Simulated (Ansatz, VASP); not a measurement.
One calculation of SnSe2, two programs

File INCAR:

```
PREC = Accurate ; ENCUT = 520
EDIFF = 1E-6 ; ISMEAR = -1
SIGMA = 0.02 ; LREAL = F
LASPH = T ; NELM = 60
ALGO = Normal ; ISIF = 2
LWAVE = F ; LCHARG = F
GGA = PE ; NBANDS = 35
```

File KPOINTS:

```
Automatic mesh
0
Gamma
  4 4 6
```

The input POSCAR:

```
SnSe2
1.0
    6.5024438584      0.0000000000      0.0000000000
    0.0000000000      6.5024438584      0.0000000000
    0.0000000000      0.0000000000      3.9541948530
Sn Se
2 4
Direct
    0.0000000000      0.0000000000      0.0000000000
    0.5000000000      0.5000000000      0.5000000000
    0.3072983795      0.3072983795      0.0000000000
    0.1927016205      0.8072983795      0.5000000000
    0.8072983795      0.1927016205      0.5000000000
    0.6927016205      0.6927016205      0.0000000000
```

Input for Ansatz:

```yaml
crystal:
  lattice:
    - [6.5024438584, 0.0, 0.0]
    - [0.0, 6.5024438584, 0.0]
    - [0.0, 0.0, 3.954194853]
  atoms:
    - { symbol: Sn, position: [0.0, 0.0, 0.0] }
    - { symbol: Sn, position: [0.5, 0.5, 0.5] }
    - { symbol: Se, position: [0.3072983795, 0.3072983795, 0.0] }
    - { symbol: Se, position: [0.1927016205, 0.8072983795, 0.5] }
    - { symbol: Se, position: [0.8072983795, 0.1927016205, 0.5] }
    - { symbol: Se, position: [0.6927016205, 0.6927016205, 0.0] }
kpoints:
  mp_grid: { grid: [4, 4, 6] }
  band_path:
    path:
      - [0.0, 0.0, 0.0]
      - [0.0, 0.5, 0.0]
      - [0.5, 0.5, 0.0]
      - [0.0, 0.0, 0.5]
      - [0.0, 0.5, 0.5]
      - [0.5, 0.5, 0.5]
      - [0.0, 0.0, 0.1666666667]
      - [0.2, 0.2, 0.0]
    npoints: 1
hamiltonian:
  xc: pbe
scf:
  occupations: { method: fermi_dirac, width: 0.02 }
  n_extra_bands: 5
output:
  forces: true
  stress: true
  eigenvalues: true
```

Alike in both runs: task single point; functional PBE; k mesh 4 × 4 × 6; occupations fermi-dirac, width 0.02 eV; no spin polarisation.

|  | VASP | Ansatz |
| --- | --- | --- |
| version | VASP 6.6.1 | Ansatz 0.2.0 |
| potentials or method | VASP PAW PBE potentials, release 64 (Sn_d, Se) | plane waves, PAW |
| plane-wave cutoff (eV) | 520 | 420 |
| valence electrons in the cell | 52 | 92 |

```tsv
	VASP	Ansatz	Ansatz less VASP
pressure (GPa)	2.2	2.2	-0.04
traceless stress, the component that is largest in VASP (GPa)	0.55	0.52	-0.024
rms of the force components (eV/Å)	0.080	0.077	-0.0036
```

Atom by atom the forces differ by 0.004 eV/Å (rms over components). With one functional, cell and mesh, what is left measures potentials, basis and numerics. VASP's potentials hold 52 valence electrons a cell and Ansatz's 92, so a difference there can come from the potentials and not from the codes.
